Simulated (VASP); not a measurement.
# Mg in VASP: a series of runs, part 2 of 2

VASP 6.6.1. Earlier steps stand in the parts before.

## Step 3: Single point, PBE (volume scaled by 1.10)

Contents of INCAR:

```
SYSTEM = Mg
  ALGO = Fast
  EDIFF = 1E-6
  ENCUT = 520
  GGA = PE
  ISIF = 2
  ISMEAR = 0
  LASPH = .TRUE.
  LCHARG = .FALSE.
  LREAL = .FALSE.
  LWAVE = .FALSE.
  NBANDS = 7
  NELM = 80
  PREC = Accurate
  SIGMA = 0.1
```

Contents of KPOINTS:

```
k-points
0
G
  16 16 16
  0 0 0
```

Contents of POSCAR:

```
Mg
1.0
    0.0000000000      2.3340850949      2.3340850949
    2.3340850949      0.0000000000      2.3340850949
    2.3340850949      2.3340850949      0.0000000000
Mg
1
Direct
    0.0000000000      0.0000000000      0.0000000000
```

Potentials or basis: VASP PAW PBE potentials, release 64 (Mg).

Command:

```
$ cat potpaw_PBE.64/Mg/POTCAR > POTCAR
$ mpirun -np 1 vasp_std > vasp.out
```

OUTCAR:

```text
SYSTEM = Mg
   EDIFF = 1E-6
   ENCUT = 520
   GGA = PE
   ISIF = 2
   ISMEAR = 0
   LASPH = .TRUE.
   LREAL = .FALSE.
   NELM = 80
   PREC = Accurate

 ion  position               nearest neighbor table
   1  0.000  0.000  0.000-

  LATTYP: Found a face centered cubic cell.
 ALAT       =     4.6681701898

  Lattice vectors:

 A1 = (   0.0000000000,   2.3340850949,   2.3340850949)
 A2 = (   2.3340850949,   0.0000000000,   2.3340850949)
 A3 = (   2.3340850949,   2.3340850949,   0.0000000000)

Analysis of symmetry for initial positions (statically):
=====================================================================
 Subroutine PRICEL returns:
 Original cell was already a primitive cell.

 Routine SETGRP: Setting up the symmetry group for a
 face centered cubic supercell.

 Subroutine GETGRP returns: Found 48 space group operations
 (whereof 48 operations were pure point group operations)
 out of a pool of 48 trial point group operations.

The static configuration has the point symmetry O_h .

Analysis of symmetry for dynamics (positions and initial velocities):
=====================================================================
 Subroutine PRICEL returns:
 Original cell was already a primitive cell.

 Routine SETGRP: Setting up the symmetry group for a
 face centered cubic supercell.

 Subroutine GETGRP returns: Found 48 space group operations
 (whereof 48 operations were pure point group operations)
 out of a pool of 48 trial point group operations.

The dynamic configuration has the point symmetry O_h .

 Subroutine INISYM returns: Found 48 space group operations
 (whereof 48 operations are pure point group operations),
 and found     1 'primitive' translations

[... 103 lines left out ...]
   NELECT =       2.0000    total number of electrons
   NUPDOWN=      -1.0000    fix difference up-down
   EMIN   =  10.00;   EMAX   =-10.00  energy-range for DOS
   EFERMI =   0.00;   METHOD = LEGACY
   ISMEAR =     0;   SIGMA  =   0.10  broadening in eV -4-tet -1-fermi 0-gaus
   EFERMI_NEDOS =   21; number of points for ismear=-14 and -15
   IALGO  =     68    algorithm
   IMIX   =      4    mixing-type and parameters
     AMIX     =   0.40;   BMIX     =  1.00
     AMIX_MAG =   1.60;   BMIX_MAG =  1.00
  volume/ion in A,a.u.               =      25.43       171.62
  Fermi-wavevector in a.u.,A,eV,Ry     =   0.701388  1.325431  6.693314  0.491945
  Thomas-Fermi vector in A             =   1.785801
   LORBIT       =      0    0 simple, 1 ext, 2 COOP (PROOUT), +10 PAW based schemes
   GGA     = PE    functional components
   LHFCALC =     F    Hartree Fock is set to
   AEXX    =    0.0000 exact exchange contribution
   IVDW    =     0    specifies the selected vdW correction
   LEPSILON=     F    determine dielectric tensor
   LRPA    =     F    only Hartree local field effects (RPA)
 non-spin polarized calculation
 RMM-DIIS sequential band-by-band and
 Gauss-broadening in eV      SIGMA  =   0.10
  energy-cutoff  :      520.00
  volume of cell :       25.43
 maximum number of plane-waves:       701
 NGX is ok and might be reduce to    28
   NGX = 13   NGY = 13   NGZ = 13

 number of electron       2.0000000 magnetization

 Free energy of the ion-electron system (eV)
  ---------------------------------------------------
  ext. energy  EPLUGINS =         0.00000000
  ---------------------------------------------------
  free energy    TOTEN  =        -1.46956123 eV

  energy without entropy =       -1.46679570  energy(sigma->0) =       -1.46817846

 E-fermi :   2.1054     XC(G=0):  -8.1808

 val. band max:        2.0409180143   @ k =  -0.3750   0.1875   0.0625
 cond. band min:       2.1194669451   @ k =  -0.3750   0.4375   0.1250
 fundamental gap:      0.0785489308
 Fermi energy:         2.1054379829

 k-point     1 :       0.0000    0.0000    0.0000
  band No.  band energies     occupation
      1      -4.3817      2.00000
      2      13.8505      0.00000
      3      13.8505      0.00000
      4      13.8505      0.00000
      5      15.2622      0.00000
      6      15.2622      0.00000
      7      15.2622      0.00000
[... 221 lines left out ...]
 k-point    24 :      -0.0625    0.0625    0.0000
  band No.  band energies     occupation
      1      -4.1656      2.00000
      2      11.6099      0.00000
      3      12.2769      0.00000
      4      14.0605      0.00000
      5      15.4235      0.00000
      6      15.7609      0.00000
      7      16.3527      0.00000

 [... further k-points ...]
[... 5 lines left out ...]
  --------------------------------------------------------------------------------------
  -------------------------------------------------------------------------------------
  Total       -0.4593182     -0.4593182     -0.4593182      0.0000000     -0.0000000      0.0000000
  in kB      -28.9363769    -28.9363769    -28.9363769      0.0000000     -0.0000000      0.0000000
  external PRESSURE =     -28.9363769 kB  Pullay stress =       0.0000000 kB

 VOLUME and BASIS-vectors are now :
 -----------------------------------------------------------------------------
  energy-cutoff  :      520.00
  volume of cell :       25.43
      direct lattice vectors                 reciprocal lattice vectors
     0.000000000  2.334085095  2.334085095    -0.214216697  0.214216697  0.214216697
     2.334085095  0.000000000  2.334085095     0.214216697 -0.214216697  0.214216697
     2.334085095  2.334085095  0.000000000     0.214216697  0.214216697 -0.214216697

 POSITION                                       TOTAL-FORCE (eV/Angst)
 -----------------------------------------------------------------------------------
      0.00000      0.00000      0.00000         0.000000      0.000000      0.000000
 -----------------------------------------------------------------------------------
    total drift:                                0.000000      0.000000     -0.000000

  FREE ENERGIE OF THE ION-ELECTRON SYSTEM (eV)
  ---------------------------------------------------
  free  energy   TOTEN  =        -1.4695612263 eV

  energy  without entropy=       -1.4667957015  energy(sigma->0) =       -1.46817846
```

OSZICAR:

```text
N       E                     dE             d eps       ncg     rms          rms(c)
DAV:   1    -0.819499242538E+00   -0.81950E+00   -0.78338E+02  2184   0.194E+02
DAV:   2    -0.147382026582E+01   -0.65432E+00   -0.62875E+00  2639   0.106E+01
DAV:   3    -0.147648942432E+01   -0.26692E-02   -0.26685E-02  2835   0.782E-01
DAV:   4    -0.147649217587E+01   -0.27516E-05   -0.27515E-05  2905   0.194E-02
DAV:   5    -0.147649217995E+01   -0.40790E-08   -0.41603E-08  2863   0.538E-04    0.667E-01
RMM:   6    -0.147342867675E+01    0.30635E-02   -0.43351E-04  2032   0.146E-01    0.427E-01
RMM:   7    -0.146954877297E+01    0.38799E-02   -0.17212E-03  2140   0.274E-01    0.249E-02
RMM:   8    -0.146956129188E+01   -0.12519E-04   -0.52743E-05  2185   0.466E-02    0.625E-03
RMM:   9    -0.146956122627E+01    0.65609E-07   -0.47783E-06  2240   0.129E-02
   1 F= -.14695612E+01 E0= -.14681785E+01  d E =-.276552E-02
```

stdout:

```text
POSCAR found type information on POSCAR Mg
 POSCAR found :  1 types and       1 ions
 scaLAPACK will be used
 LDA part: xc-table for (Slater+PW92), standard interpolation
 POSCAR, INCAR and KPOINTS ok, starting setup
 FFT: planning ... GRIDC
 FFT: planning ... GRID_SOFT
 FFT: planning ... GRID
 WAVECAR not read
 entering main loop
```

It took 20 s on 1 thread of Intel Xeon 6975P-C, shared host; peak memory 0.17 GiB.

What came out:

* Free energy: -1.4696 eV
* Pressure: -2.9 GPa
* Band gap on the k mesh: zero (band 1 reaches 3.51 eV, above the bottom of band 2 at 0.82 eV)

## Step 4: Single point, PBE (the cell strained at random)

Contents of INCAR:

```
SYSTEM = Mg
ALGO = Fast
EDIFF = 1E-7
ENCUT = 520
GGA = PE
ISIF = 2
ISMEAR = 0
LASPH = .TRUE.
LCHARG = .TRUE.
LELF = .TRUE.
LREAL = .FALSE.
LVHAR = .TRUE.
LWAVE = .FALSE.
NBANDS = 7
NELM = 100
PREC = Accurate
SIGMA = 0.1
```

Contents of KPOINTS:

```
k-points
0
G
  14 14 14
  0 0 0
```

Contents of POSCAR:

```
Mg
1.0
    0.0032990563      2.2798723427      2.3138279360
    2.3328816694     -0.0272228253      2.3443498176
    2.2912956058      2.2688081606      0.0143632384
Mg
1
Direct
    0.0000000000      0.0000000000      0.0000000000
```

Potentials or basis: VASP PAW PBE potentials, release 64 (Mg).

Command:

```
$ cat potpaw_PBE.64/Mg/POTCAR > POTCAR
$ mpirun -np 1 vasp_std > vasp.out
```

OUTCAR:

```text
SYSTEM = Mg
   EDIFF = 1E-7
   ENCUT = 520
   GGA = PE
   ISIF = 2
   ISMEAR = 0
   LASPH = .TRUE.
   LREAL = .FALSE.
   NELM = 100
   PREC = Accurate

 ion  position               nearest neighbor table
   1  0.000  0.000  0.000-

  LATTYP: Found a triclinic cell.
 ALAT       =     3.2245514921
 B/A-ratio  =     1.4331465409
 C/A-ratio  =     1.0073732855
 COS(alpha) =     0.0021191631
 COS(beta)  =     0.4977265771
 COS(gamma) =     0.7047340885

  Lattice vectors:

 A1 = (  -2.2912956058,  -2.2688081606,  -0.0143632384)
 A2 = (  -4.6208782189,   0.0382870074,  -0.0448851200)
 A3 = (  -0.0032990563,  -2.2798723427,  -2.3138279360)

Analysis of symmetry for initial positions (statically):
=====================================================================
 Subroutine PRICEL returns:
 Original cell was already a primitive cell.

 Routine SETGRP: Setting up the symmetry group for a
 triclinic supercell.

[... 157 lines left out ...]
 Free energy of the ion-electron system (eV)
  ---------------------------------------------------
  ext. energy  EPLUGINS =         0.00000000
  ---------------------------------------------------
  free energy    TOTEN  =        -1.48746867 eV

  energy without entropy =       -1.48577115  energy(sigma->0) =       -1.48661991

 E-fermi :   2.2699     XC(G=0):  -8.2867

 val. band max:        2.2690012097   @ k =  -0.4286   0.4286   0.0000
 cond. band min:       2.2739995454   @ k =   0.5000   0.0000   0.1429
 fundamental gap:      0.0049983356
 Fermi energy:         2.2699470044

 k-point     1 :       0.0000    0.0000    0.0000
  band No.  band energies     occupation
      1      -4.3550      2.00000
      2      13.8585      0.00000
      3      14.3325      0.00000
      4      14.5142      0.00000
      5      15.3235      0.00000
      6      15.9161      0.00000
      7      16.1026      0.00000
[... 221 lines left out ...]
 k-point    24 :       0.0714    0.1429    0.0000
  band No.  band energies     occupation
      1      -3.9682      2.00000
      2      10.7242      0.00000
      3      12.9091      0.00000
      4      13.5410      0.00000
      5      15.6819      0.00000
      6      16.4465      0.00000
      7      17.1603      0.00000

 [... further k-points ...]
[... 5 lines left out ...]
  --------------------------------------------------------------------------------------
  -------------------------------------------------------------------------------------
  Total       -0.2971541     -0.2577682     -0.3236550      0.0877988      0.0371357     -0.0954747
  in kB      -19.3977805    -16.8267280    -21.1277216      5.7313780      2.4241646     -6.2324497
  external PRESSURE =     -19.1174100 kB  Pullay stress =       0.0000000 kB

 VOLUME and BASIS-vectors are now :
 -----------------------------------------------------------------------------
  energy-cutoff  :      520.00
  volume of cell :       24.54
      direct lattice vectors                 reciprocal lattice vectors
     0.003299056  2.279872343  2.313827936    -0.216726422  0.217493204  0.218191787
     2.332881669 -0.027222825  2.344349818     0.212554858 -0.216007109  0.212534128
     2.291295606  2.268808161  0.014363238     0.220333709  0.219614397 -0.216705691

 POSITION                                       TOTAL-FORCE (eV/Angst)
 -----------------------------------------------------------------------------------
      0.00000      0.00000      0.00000         0.000000      0.000000     -0.000000
 -----------------------------------------------------------------------------------
    total drift:                               -0.000000      0.000000      0.000000

  FREE ENERGIE OF THE ION-ELECTRON SYSTEM (eV)
  ---------------------------------------------------
  free  energy   TOTEN  =        -1.4874686707 eV

  energy  without entropy=       -1.4857711465  energy(sigma->0) =       -1.48661991
```

OSZICAR:

```text
N       E                     dE             d eps       ncg     rms          rms(c)
DAV:   1    -0.849520245407E+00   -0.84952E+00   -0.74362E+02 20524   0.190E+02
DAV:   2    -0.149164831788E+01   -0.64213E+00   -0.61285E+00 24983   0.107E+01
DAV:   3    -0.149423899129E+01   -0.25907E-02   -0.25899E-02 25998   0.766E-01
DAV:   4    -0.149424241898E+01   -0.34277E-05   -0.34273E-05 27727   0.208E-02
DAV:   5    -0.149424242411E+01   -0.51307E-08   -0.51792E-08 26012   0.504E-04    0.656E-01
RMM:   6    -0.149118619549E+01    0.30562E-02   -0.37430E-04 19277   0.137E-01    0.420E-01
RMM:   7    -0.148745695716E+01    0.37292E-02   -0.14776E-03 20678   0.256E-01    0.241E-02
RMM:   8    -0.148746869203E+01   -0.11735E-04   -0.47307E-05 20763   0.445E-02    0.586E-03
RMM:   9    -0.148746873320E+01   -0.41169E-07   -0.41359E-06 21241   0.120E-02    0.792E-04
RMM:  10    -0.148746867072E+01    0.62474E-07   -0.53277E-07 22053   0.394E-03
   1 F= -.14874687E+01 E0= -.14866199E+01  d E =-.169752E-02
```

stdout:

```text
POSCAR found type information on POSCAR Mg
 POSCAR found :  1 types and       1 ions
 scaLAPACK will be used
 LDA part: xc-table for (Slater+PW92), standard interpolation
 POSCAR, INCAR and KPOINTS ok, starting setup
 FFT: planning ... GRIDC
 FFT: planning ... GRID_SOFT
 FFT: planning ... GRID
 WAVECAR not read
 entering main loop
```

Wall time 97 s (1 thread of Intel Xeon Platinum 8259CL at 2.50GHz (Skylake/Cascade Lake), shared host); peak memory 0.36 GiB.

Results:

```yaml
Free_energy: -1.4875 eV
Pressure: -1.9 GPa
Band_gap_on_the_k_mesh: zero (band 1 reaches 3.36 eV, above the bottom of band 2 at 0.80 eV)
```

Caveat: the cell differs from its parent crystal (the cell strained at random).

## Step 5: Summary

```csv
cell,k mesh,gap on the mesh (eV),pressure (GPa)
"a = 3.260 Å, angles 60.0°, 1 atom",16 × 16 × 16,none,-1.9
"a = 3.301 Å, angles 60.0°, 1 atom",16 × 16 × 16,none,-2.9
"a = 3.248, b = 3.307, c = 3.225 Å, angles 60.1, 60.2, 60.0°, 1 atom",14 × 14 × 14,none,-1.9
```

Alike in all rows: task single point; level PBE; potentials or basis VASP PAW PBE potentials, release 64 (Mg); no spin polarisation; cutoff (eV) 520; smearing gaussian 0.1 eV.

Absolute energies hang on the potentials; compare differences alone.
